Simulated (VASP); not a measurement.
Here is a VASP 6.6.1 calculation.

The input INCAR:

```
PREC = Accurate ; ENCUT = 600
EDIFF = 1E-6 ; ISMEAR = -1
SIGMA = 0.01 ; LREAL = F
LASPH = T ; NELM = 120
ALGO = Normal ; ISIF = 2
LWAVE = F ; LCHARG = T
GGA = PE ; LELF = T
LVHAR = T ; NBANDS = 16
GGA_COMPAT = F
```

The input KPOINTS:

```
Automatic mesh
0
Gamma
  4 4 2
```

POSCAR

```
MgTe
1.0
    4.6180376543      0.0000000000      0.0000000000
   -2.3090188272      3.9993381030      0.0000000000
    0.0000000000      0.0000000000      7.4148977011
Mg Te
2 2
Direct
    0.3333333333      0.6666666667      0.0041692792
    0.6666666667      0.3333333333      0.5041692792
    0.3333333333      0.6666666667      0.3808304564
    0.6666666667      0.3333333333      0.8808304564
```

Potentials or basis: VASP PAW PBE potentials, release 64 (Mg, Te).

Run with:

```sh
$ cat potpaw_PBE.64/Mg/POTCAR potpaw_PBE.64/Te/POTCAR > POTCAR
$ mpirun -np 1 vasp_std > vasp.out
```

(1) Predict the pressure.

(2) Predict the largest force.

Answers

(1) 0.3 GPa.

(2) 0.072 eV/Å.

Caveat: the k points lie up to 0.42 Å⁻¹ apart.
